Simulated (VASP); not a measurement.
# Ba2SrP2 (P1) in VASP: single point with PBE

Aim: the single point of Ba2SrP2 with PBE.

All numbers are computed with VASP 6.6.1; they aren't measurements. Logs are shortened: lines on timing, memory, paths and dates and some standing lists are left out, and cuts for length are marked.

## Step 1: The cell of the first run

The typed cell holds 10 atoms: a = 7.618 Å, b = 8.154 Å, c = 8.168 Å, α = 119.95°, β = 117.78°, γ = 89.99°.

## Step 2: Single point, PBE

Input file INCAR:

```
ALGO = Normal
EDIFF = 1E-6
ENCUT = 520
GGA = PE
ISIF = 2
ISMEAR = 0
LASPH = True
LCHARG = False
LREAL = False
LWAVE = False
NBANDS = 51
NELM = 60
PREC = Accurate
SIGMA = 0.1
```

Input file KPOINTS:

```
k-points
0
Gamma
  2 2 2
```

Input file POSCAR:

```
Ba2SrP2
1.0
   -0.0017353824     -0.0060218040      7.6175293095
    8.1541226263      0.0017134566      0.0030366608
   -4.0781127412      5.9679677082     -3.8031970219
Ba Sr P
4 2 4
Direct
    0.2952799461      0.4696982177      0.7022727427
    0.0929613839      0.7674881447      0.2977532040
    0.7953025476      0.2325521274      0.7022954908
    0.5929415205      0.5302934554      0.2977730966
    0.2797587235     -0.0000366463     -0.0000408477
    0.7797467109      0.0000230523      0.0000046674
    0.4324523998      0.1344771059      0.7828268209
    0.6495540933      0.8654986657      0.2171526334
    0.9324560313      0.6483339536      0.7827963333
    0.1495466431      0.3516719237      0.2171658586
```

Potentials or basis: VASP PAW PBE potentials, release 64 (Ba_sv, Sr_sv, P).

Run with:

```console
> cat potpaw_PBE.64/Ba_sv/POTCAR potpaw_PBE.64/Sr_sv/POTCAR potpaw_PBE.64/P/POTCAR > POTCAR
> mpirun -np 1 vasp_std > vasp.out
```

OUTCAR:

```text
EDIFF = 1E-6
   ENCUT = 520
   GGA = PE
   ISIF = 2
   ISMEAR = 0
   LASPH = True
   LREAL = False
   NELM = 60
   PREC = Accurate

 ion  position               nearest neighbor table
   1  0.295  0.470  0.702-  10 3.15   7 3.19   9 3.31   8 3.35   5 3.79   4 4.05   3 4.27   3 4.27
                             6 4.40   6 4.48   2 4.74   2 4.74
   2  0.093  0.767  0.298-   7 3.15  10 3.19   8 3.31   9 3.35   6 3.79   3 4.04   4 4.27   4 4.27
                             5 4.40   5 4.48   1 4.74   1 4.74
   3  0.795  0.233  0.702-   8 3.15   9 3.19   7 3.31  10 3.35   6 3.79   2 4.04   1 4.27   1 4.27
                             5 4.40   5 4.48   4 4.74   4 4.74
   4  0.593  0.530  0.298-   9 3.15   8 3.19  10 3.31   7 3.35   5 3.79   1 4.05   2 4.27   2 4.27
                             6 4.40   6 4.48   3 4.74   3 4.74
   5  0.280  1.000  1.000-  10 2.99   9 2.99   7 3.09   8 3.09   1 3.79   4 3.79   6 3.81   6 3.81
                             3 4.40   2 4.40   2 4.48   3 4.48
   6  0.780  0.000  0.000-   7 2.99   8 2.99   9 3.09  10 3.09   3 3.79   2 3.79   5 3.81   5 3.81
                             4 4.40   1 4.40   4 4.48   1 4.48
   7  0.432  0.134  0.783-   6 2.99   5 3.09   2 3.15   1 3.19   3 3.31   4 3.35
   8  0.650  0.865  0.217-   6 2.99   5 3.09   3 3.15   4 3.19   2 3.31   1 3.35
   9  0.932  0.648  0.783-   5 2.99   6 3.09   4 3.15   3 3.19   1 3.31   2 3.35
  10  0.150  0.352  0.217-   5 2.99   6 3.09   1 3.15   2 3.19   4 3.31   3 3.35

  LATTYP: Found a triclinic cell.
 ALAT       =     8.1692870793
 B/A-ratio  =     0.9981438151
 C/A-ratio  =     0.9324598112
 COS(alpha) =     0.0001444275
 COS(beta)  =     0.4665921341
 COS(gamma) =     0.4990581033

  Lattice vectors:

 A1 = (  -4.0742745027,  -5.9636593608,  -3.8173689484)
 A2 = (  -8.1541226263,  -0.0017134566,  -0.0030366608)
 A3 = (   0.0017353824,   0.0060218040,  -7.6175293095)

Analysis of symmetry for initial positions (statically):
=====================================================================
 Subroutine PRICEL returns:
 Original cell was already a primitive cell.

 Routine SETGRP: Setting up the symmetry group for a
 triclinic supercell.

 Subroutine GETGRP returns: Found  1 space group operations
 (whereof  1 operations were pure point group operations)
 out of a pool of  2 trial point group operations.

The static configuration has the point symmetry C_1 .

Analysis of symmetry for dynamics (positions and initial velocities):
=====================================================================
 Subroutine PRICEL returns:
 Original cell was already a primitive cell.

 Routine SETGRP: Setting up the symmetry group for a
 triclinic supercell.

 Subroutine GETGRP returns: Found  1 space group operations
 (whereof  1 operations were pure point group operations)
 out of a pool of  2 trial point group operations.

The dynamic configuration has the point symmetry C_1 .

 Subroutine INISYM returns: Found  1 space group operations
 (whereof  1 operations are pure point group operations),
 and found     1 'primitive' translations

----------------------------------------------------------------------------------------

                                     Primitive cell

  volume of cell :     370.5625

  direct lattice vectors                    reciprocal lattice vectors
    -0.001735382 -0.006021804  7.617529310    -0.000066492  0.083654842  0.131342276
     8.154122626  0.001713457  0.003036661     0.122619696  0.083850199  0.000094220
    -4.078112741  5.967967708 -3.803197022    -0.000035272  0.167621564  0.000132500

  length of vectors
     7.617531887  8.154123372  8.167738346     0.155720681  0.148547820  0.167621620

  position of ions in fractional coordinates (direct lattice)
     0.295279946  0.469698218  0.702272743
     0.092961384  0.767488145  0.297753204
     0.795302548  0.232552127  0.702295491
     0.592941520  0.530293455  0.297773097
     0.279758724  0.999963354  0.999959152
     0.779746711  0.000023052  0.000004667
     0.432452400  0.134477106  0.782826821
     0.649554093  0.865498666  0.217152633
     0.932456031  0.648333954  0.782796333
     0.149546643  0.351671924  0.217165859

  ion indices of the primitive-cell ions
   primitive index   ion index
                 1           1
                 2           2
                 3           3
                 4           4
                 5           5
                 6           6
                 7           7
                 8           8
                 9           9
                10          10

----------------------------------------------------------------------------------------

 KPOINTS: k-points

Automatic generation of k-mesh.
 Grid dimensions read from file:
 generate k-points for:    2    2    2

 Generating k-lattice:

  Cartesian coordinates                     Fractional coordinates (reciprocal lattice)
    -0.000033246  0.041827421  0.065671138     0.500000000  0.000000000  0.000000000
     0.061309848  0.041925100  0.000047110     0.000000000  0.500000000  0.000000000
    -0.000017636  0.083810782  0.000066250     0.000000000  0.000000000  0.500000000

  Length of vectors
     0.077860340  0.074273910  0.083810810

  Shift w.r.t. Gamma in fractional coordinates (k-lattice)
     0.000000000  0.000000000  0.000000000

 Subroutine IBZKPT returns following result:
 ===========================================

 Found      8 irreducible k-points:

 Following reciprocal coordinates:
            Coordinates               Weight
  0.000000  0.000000  0.000000      1.000000
  0.500000  0.000000  0.000000      1.000000
  0.000000  0.500000  0.000000      1.000000
  0.500000  0.500000  0.000000      1.000000
  0.000000  0.000000  0.500000      1.000000
  0.500000  0.000000  0.500000      1.000000
  0.000000  0.500000  0.500000      1.000000
  0.500000  0.500000  0.500000      1.000000
   k-points           NKPTS =      8   k-points in BZ     NKDIM =      8   number of bands    NBANDS=     51
   number of dos      NEDOS =    301   number of ions     NIONS =     10
   total plane-waves  NPLWV = 245760
   dimension x,y,z NGX =    60 NGY =   64 NGZ =   64
   dimension x,y,z NGXF=   120 NGYF=  128 NGZF=  128
   ions per type =               4   2   4
   NGX,Y,Z   is equivalent  to a cutoff of  13.09, 13.05, 13.03 a.u.
   NGXF,Y,Z  is equivalent  to a cutoff of  26.19, 26.10, 26.05 a.u.
 SYSTEM =  unknown system
   PREC   = accura    normal or accurate (medium, high low for compatibility)
   ISTART =      0    job   : 0-new  1-cont  2-samecut
   ICHARG =      2    charge: 1-file 2-atom 10-const
   ISPIN  =      1    spin polarized calculation?
   LNONCOLLINEAR =      F non collinear calculations
   LSORBIT =      F    spin-orbit coupling
   LASPH  =      T    aspherical Exc in radial PAW
   ENCUT  =  520.0 eV  38.22 Ry    6.18 a.u.  14.16 15.16 15.19*2*pi/ulx,y,z
   NELM   =     60;   NELMIN=  2; NELMDL= -5     # of ELM steps
   EDIFF  = 0.1E-05   stopping-criterion for ELM
   LREAL  =      F    real-space projection
   EDIFFG = 0.1E-04   stopping-criterion for IOM
   NSW    =      0    number of steps for IOM
   IBRION =     -1    ionic relax: 0-MD 1-quasi-New 2-CG
   NFREE  =      0    steps in history (QN), initial steepest desc. (CG)
   ISIF   =      2    stress and relaxation
   ISYM   =      2    0-nonsym 1-usesym 2-fastsym
   POTIM  = 0.5000    time-step for ionic-motion
   TEBEG  =    0.0;   TEEND  =   0.0 temperature during run
   PSTRESS=    0.0 pullay stress
   NELECT =      80.0000    total number of electrons
   NUPDOWN=      -1.0000    fix difference up-down
   EMIN   =  10.00;   EMAX   =-10.00  energy-range for DOS
   EFERMI =   0.00;   METHOD = LEGACY
   ISMEAR =     0;   SIGMA  =   0.10  broadening in eV -4-tet -1-fermi 0-gaus
   EFERMI_NEDOS =   21; number of points for ismear=-14 and -15
   IALGO  =     38    algorithm
   IMIX   =      4    mixing-type and parameters
     AMIX     =   0.40;   BMIX     =  1.00
     AMIX_MAG =   1.60;   BMIX_MAG =  1.00
  volume/ion in A,a.u.               =      37.06       250.07
  Fermi-wavevector in a.u.,A,eV,Ry     =   0.982089  1.855880 13.122811  0.964499
  Thomas-Fermi vector in A             =   2.113145
   LORBIT       =      0    0 simple, 1 ext, 2 COOP (PROOUT), +10 PAW based schemes
   GGA     = PE    functional components
   LHFCALC =     F    Hartree Fock is set to
   AEXX    =    0.0000 exact exchange contribution
   IVDW    =     0    specifies the selected vdW correction
   LEPSILON=     F    determine dielectric tensor
   LRPA    =     F    only Hartree local field effects (RPA)
 non-spin polarized calculation
 Gauss-broadening in eV      SIGMA  =   0.10
  energy-cutoff  :      520.00
  volume of cell :      370.56
 maximum number of plane-waves:      9994
 NGX is ok and might be reduce to    60
   NGX = 29   NGY = 31   NGZ = 31

 number of electron      79.9999997 magnetization

 Free energy of the ion-electron system (eV)
  ---------------------------------------------------
  ext. energy  EPLUGINS =         0.00000000
  ---------------------------------------------------
  free energy    TOTEN  =       -42.32924362 eV

  energy without entropy =      -42.32924362  energy(sigma->0) =      -42.32924362

 E-fermi :   2.2497     XC(G=0):  -8.2158

 val. band max:        1.8043212220   @ k =   0.0000   0.5000   0.5000
 cond. band min:       3.0308925136   @ k =   0.0000   0.0000   0.0000
 fundamental gap:      1.2265712916
 Fermi energy:         2.2497206479

 k-point     1 :       0.0000    0.0000    0.0000
  band No.  band energies     occupation
      1     -32.7262      2.00000
      2     -32.7037      2.00000
      3     -25.4829      2.00000
      4     -25.4487      2.00000
      5     -25.4467      2.00000
      6     -25.4312      2.00000
[... 43 lines left out ...]
     50       4.9738      0.00000
     51       5.2522      0.00000

 k-point     2 :       0.5000    0.0000    0.0000
  band No.  band energies     occupation
      1     -32.7149      2.00000
      2     -32.7149      2.00000
      3     -25.4646      2.00000
      4     -25.4645      2.00000
      5     -25.4403      2.00000
      6     -25.4402      2.00000
[... 43 lines left out ...]
     50       4.9952      0.00000
     51       5.6589      0.00000

 k-point     3 :       0.0000    0.5000    0.0000
  band No.  band energies     occupation
      1     -32.7262      2.00000
      2     -32.7037      2.00000
      3     -25.4776      2.00000
      4     -25.4521      2.00000
      5     -25.4506      2.00000
      6     -25.4291      2.00000
[... 43 lines left out ...]
     50       5.0161      0.00000
     51       5.8263      0.00000

 k-point     4 :       0.5000    0.5000    0.0000
  band No.  band energies     occupation
      1     -32.7149      2.00000
      2     -32.7149      2.00000
      3     -25.4642      2.00000
      4     -25.4641      2.00000
      5     -25.4407      2.00000
      6     -25.4406      2.00000
[... 43 lines left out ...]
     50       5.3090      0.00000
     51       5.6152      0.00000

 k-point     5 :       0.0000    0.0000    0.5000
  band No.  band energies     occupation
      1     -32.7261      2.00000
      2     -32.7037      2.00000
      3     -25.4717      2.00000
      4     -25.4575      2.00000
      5     -25.4526      2.00000
      6     -25.4278      2.00000
[... 43 lines left out ...]
     50       5.0058      0.00000
     51       5.4401      0.00000

 k-point     6 :       0.5000    0.0000    0.5000
  band No.  band energies     occupation
      1     -32.7149      2.00000
      2     -32.7149      2.00000
      3     -25.4646      2.00000
      4     -25.4645      2.00000
      5     -25.4403      2.00000
      6     -25.4402      2.00000
[... 43 lines left out ...]
     50       4.9942      0.00000
     51       5.6589      0.00000

 k-point     7 :       0.0000    0.5000    0.5000
  band No.  band energies     occupation
      1     -32.7262      2.00000
      2     -32.7037      2.00000
      3     -25.4777      2.00000
      4     -25.4521      2.00000
      5     -25.4506      2.00000
      6     -25.4292      2.00000
[... 43 lines left out ...]
     50       5.0163      0.00000
     51       5.8262      0.00000

 k-point     8 :       0.5000    0.5000    0.5000
  band No.  band energies     occupation
      1     -32.7149      2.00000
      2     -32.7149      2.00000
      3     -25.4642      2.00000
      4     -25.4641      2.00000
      5     -25.4407      2.00000
      6     -25.4406      2.00000
[... 43 lines left out ...]
     50       5.3091      0.00000
     51       5.6156      0.00000

------------------------ aborting loop because EDIFF is reached ----------------------------------------

  FORCE on cell =-STRESS in cart. coord.  units (eV):
  Direction    XX          YY          ZZ          XY          YZ          ZX
  --------------------------------------------------------------------------------------
  -------------------------------------------------------------------------------------
  Total        0.8067081      0.9321071      0.6296352      0.0032637     -0.0100332     -0.0051445
  in kB        3.4879116      4.0300914      2.7223130      0.0141112     -0.0433799     -0.0222430
  external PRESSURE =       3.4134387 kB  Pullay stress =       0.0000000 kB

 VOLUME and BASIS-vectors are now :
 -----------------------------------------------------------------------------
  energy-cutoff  :      520.00
  volume of cell :      370.56
      direct lattice vectors                 reciprocal lattice vectors
    -0.001735382 -0.006021804  7.617529310    -0.000066492  0.083654842  0.131342276
     8.154122626  0.001713457  0.003036661     0.122619696  0.083850199  0.000094220
    -4.078112741  5.967967708 -3.803197022    -0.000035272  0.167621564  0.000132500

 POSITION                                       TOTAL-FORCE (eV/Angst)
 -----------------------------------------------------------------------------------
      0.96552      4.19017     -0.42015         0.009383     -0.002815     -0.000054
      5.04376      1.77774     -0.42195         0.009133      0.002534      0.000217
     -0.96916      4.18689      3.38798        -0.008509     -0.002747     -0.000315
      3.10870      1.77444      3.38587        -0.008709      0.002600      0.000676
      4.07539      5.96775     -1.66893         0.000449      0.000714     -0.000408
     -0.00118     -0.00467      5.93973        -0.000568      0.000719      0.001152
     -2.09666      4.66951      0.31738        -0.032014      0.017862     -0.000555
      6.17068      1.29353      4.12475         0.031288     -0.018703      0.000064
      2.09264      4.66720      4.12785         0.031479      0.018458     -0.000644
      1.98169      1.29574      0.31432        -0.031932     -0.018620     -0.000132
 -----------------------------------------------------------------------------------
    total drift:                                0.000001     -0.000044     -0.000260

  FREE ENERGIE OF THE ION-ELECTRON SYSTEM (eV)
  ---------------------------------------------------
  free  energy   TOTEN  =       -42.3292436178 eV

  energy  without entropy=      -42.3292436178  energy(sigma->0) =      -42.32924362
```

It took 1.9 min on 1 thread of Intel Xeon 6975P-C (Granite Rapids), shared host; peak memory 0.62 GiB.

Results:

| Item | Value |
| --- | --- |
| Free energy | -42.3292 eV |
| Pressure | 0.3 GPa |
| Largest force | 0.037 eV/Å |
| Band gap on the k mesh | 1.23 eV (least direct gap 1.34 eV) |

Forces in eV/Å, atoms in the order of the input:
```
Ba   0.009 -0.003  0.000
Ba   0.009  0.003  0.000
Ba  -0.009 -0.003  0.000
Ba  -0.009  0.003  0.001
Sr   0.000  0.001  0.000
Sr  -0.001  0.001  0.001
P   -0.032  0.018 -0.001
P    0.031 -0.019  0.000
P    0.031  0.018 -0.001
P   -0.032 -0.019  0.000
```

Stress tensor (GPa, compression positive):
```
0.35 0.00 0.00
0.00 0.40 0.00
0.00 0.00 0.27
```

Levels at points of the mesh, in eV from the valence-band top:
```tsv
k point	band 37	band 38	band 39	band 40	band 41	band 42	band 43	band 44
(0.00, 0.00, 0.00)	-0.35	-0.28	-0.18	-0.12	1.23	1.92	2.00	2.36
(0.50, 0.00, 0.00)	-0.44	-0.44	-0.30	-0.30	1.80	1.80	2.17	2.17
(0.00, 0.50, 0.00)	-0.44	-0.33	-0.14	0.00	1.85	2.01	2.06	2.37
(0.50, 0.50, 0.00)	-0.40	-0.40	-0.19	-0.19	1.90	1.90	2.35	2.35
(0.00, 0.00, 0.50)	-0.42	-0.37	-0.30	-0.06	1.76	1.90	2.30	2.30
(0.50, 0.00, 0.50)	-0.44	-0.44	-0.30	-0.30	1.80	1.80	2.17	2.17
(0.00, 0.50, 0.50)	-0.44	-0.33	-0.14	0.00	1.85	2.01	2.06	2.37
(0.50, 0.50, 0.50)	-0.40	-0.40	-0.19	-0.19	1.90	1.90	2.35	2.35
```

Caveat: the k points lie up to 0.49 Å⁻¹ apart; spin-orbit coupling is left out, which moves the levels of the heavy elements.
